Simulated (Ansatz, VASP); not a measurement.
# Two plane-wave programs on Pb

INCAR

```
SYSTEM = Pb
  PREC = Accurate
  ENCUT = 520
  EDIFF = 1E-6
  ISMEAR = -1
  SIGMA = 0.1
  LREAL = .False.
  LASPH = .True.
  NELM = 100
  ALGO = Normal
  ISIF = 2
  LWAVE = .False.
  LCHARG = .False.
  GGA = RP
  NBANDS = 13
```

The input KPOINTS:

```
regular mesh
0
Gamma
  11 11 11
  0 0 0
```

POSCAR

```
Pb
1.0
    3.2521653400      0.0000000000      0.0000000000
    0.0000000000      3.2521653400      0.0000000000
    0.0000000000      0.0000000000      3.2521653400
Pb
1
Direct
    0.0000000000      0.0000000000      0.0000000000
```

Input for Ansatz:

```yaml
crystal:
  lattice:
    - [3.25216534, 0.0, 0.0]
    - [0.0, 3.25216534, 0.0]
    - [0.0, 0.0, 3.25216534]
  atoms:
    - { symbol: Pb, position: [0.0, 0.0, 0.0] }
hamiltonian:
  xc: rpbe
  pseudopotentials:
    kind: paw
    azcp:
      Pb: "pseudopotentials/Pb.paw.azcp"
basis:
  ecutwfc: 420
  fft_grid_basis: typed
kpoints:
  mp_grid: { grid: [11, 11, 11], shift: [0, 0, 0] }
magnetization:
  spin_polarized: false
scf:
  occupations: { method: fermi_dirac, width: 0.1 }
  lower_state_search: "off"
output:
  stress: true
```

Alike in both runs: task single point; functional RPBE; k mesh 11 × 11 × 11; occupations fermi-dirac, width 0.1 eV; no spin polarisation.

|  | VASP | Ansatz |
| --- | --- | --- |
| version | VASP 6.6.1 | Ansatz 0.2.0 |
| potentials or method | VASP PAW PBE potentials, release 64 (Pb_d), cutoff 520 eV | plane waves (420 eV) with PAW, scalar-relativistic |
| valence electrons in the cell | 14 | 14 |

```tsv
	VASP	Ansatz	Ansatz less VASP
pressure (GPa)	1.5	1.5	+0.04
```

VASP's potentials were made for PBE, not for RPBE.

Neither program's run includes spin-orbit coupling.
